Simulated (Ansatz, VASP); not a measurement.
# SnO2 in VASP and in Ansatz

Contents of POSCAR:

```
SnO2
1.0
    4.6884208404      0.0000000000      0.0000000000
    0.0000000000      4.6886567491      0.0000000000
    0.0000000000      0.0000000000      3.2007107582
Sn O
2 4
Direct
    0.5000000000      0.5000000000      0.5000000000
    0.0000000000      0.0000000000      0.0000000000
    0.3058623571      0.3059582263      0.0000000000
    0.8058623571      0.1940417737      0.5000000000
    0.1941376429      0.8059582263      0.5000000000
    0.6941376429      0.6940417737      0.0000000000
```

The input INCAR.step1:

```
SYSTEM = SnO2
PREC     = Accurate       ! precision mode
ENCUT    = 520            ! plane-wave cutoff, eV
ISMEAR   = 0              ! smearing method
SIGMA    = 0.05           ! smearing width, eV
LREAL    = .False.        ! projectors in reciprocal space
LASPH    = .True.         ! aspherical terms in the spheres
NELM     = 60             ! most SCF steps
NBANDS   = 35             ! bands
GGA      = PE             ! functional
ALGO     = Normal         ! electronic algorithm
EDIFF    = 1E-4           ! SCF threshold, eV
LWAVE    = .True.         ! write WAVECAR
LCHARG   = .False.        ! write CHGCAR
```

Contents of INCAR.step2:

```
SYSTEM = SnO2
PREC     = Accurate       ! precision mode
ENCUT    = 520            ! plane-wave cutoff, eV
EDIFF    = 1E-7           ! SCF threshold, eV
ISMEAR   = 0              ! smearing method
SIGMA    = 0.05           ! smearing width, eV
LREAL    = .False.        ! projectors in reciprocal space
LASPH    = .True.         ! aspherical terms in the spheres
NELM     = 60             ! most SCF steps
ALGO     = Normal         ! electronic algorithm
ISIF     = 2              ! what is computed and relaxed
LWAVE    = .False.        ! write WAVECAR
LCHARG   = .False.        ! write CHGCAR
METAGGA  = R2SCAN         ! meta-GGA
LMIXTAU  = .True.       
NBANDS   = 35             ! bands
ISTART   = 1
```

The input KPOINTS:

```
regular mesh
0
Gamma
  6 6 8
  0 0 0
```

Input for Ansatz:

```yaml
crystal:
  lattice:
    - [4.6884208404, 0.0, 0.0]
    - [0.0, 4.6886567491, 0.0]
    - [0.0, 0.0, 3.2007107582]
  atoms:
    - { symbol: Sn, position: [0.5, 0.5, 0.5] }
    - { symbol: Sn, position: [0.0, 0.0, 0.0] }
    - { symbol: O, position: [0.3058623571, 0.3059582263, 0.0] }
    - { symbol: O, position: [0.8058623571, 0.1940417737, 0.5] }
    - { symbol: O, position: [0.1941376429, 0.8059582263, 0.5] }
    - { symbol: O, position: [0.6941376429, 0.6940417737, 0.0] }
basis:
  ecutwfc: 500
kpoints:
  mp_grid: { grid: [6, 6, 8] }
hamiltonian:
  xc: r2scan
scf:
  occupations: { method: gaussian, width: 0.05 }
output:
  forces: true
  stress: true
  eigenvalues: true
```

Change from the starting cell: strain -0.015 along x and y, +0.000 along z, atoms carried along.

Alike in both runs: task single point; functional r2SCAN; k mesh 6 × 6 × 8; occupations gaussian, width 0.05 eV; no spin polarisation.

```csv
,VASP,Ansatz
version,VASP 6.6.1,Ansatz 0.2.0
potentials or method,"VASP PAW PBE potentials, release 64 (Sn_d, O), cutoff 520 eV","scalar-relativistic, plane waves, PAW"
valence electrons in the cell,52,52
```

VASP gave:

```
gap on the k mesh at the Fermi level (eV)                     : 2.12
least direct gap on the mesh (eV)                             : 2.12
pressure (GPa)                                                : 7.6
traceless stress, the component that is largest in VASP (GPa) : -0.97
rms of the force components (eV/Å)                            : 0.028
```

**Question.** Which values does Ansatz return?

**Answer.** gap on the k mesh at the Fermi level (eV): 2.09; least direct gap on the mesh (eV): 2.09; pressure (GPa): 6.4; traceless stress, the component that is largest in VASP (GPa): -1.29; rms of the force components (eV/Å): 0.019.

VASP's potentials were made for PBE, not for r2SCAN. Atom by atom the forces differ by 0.009 eV/Å (rms over components). With one functional, cell and mesh, what is left measures potentials, basis and numerics.
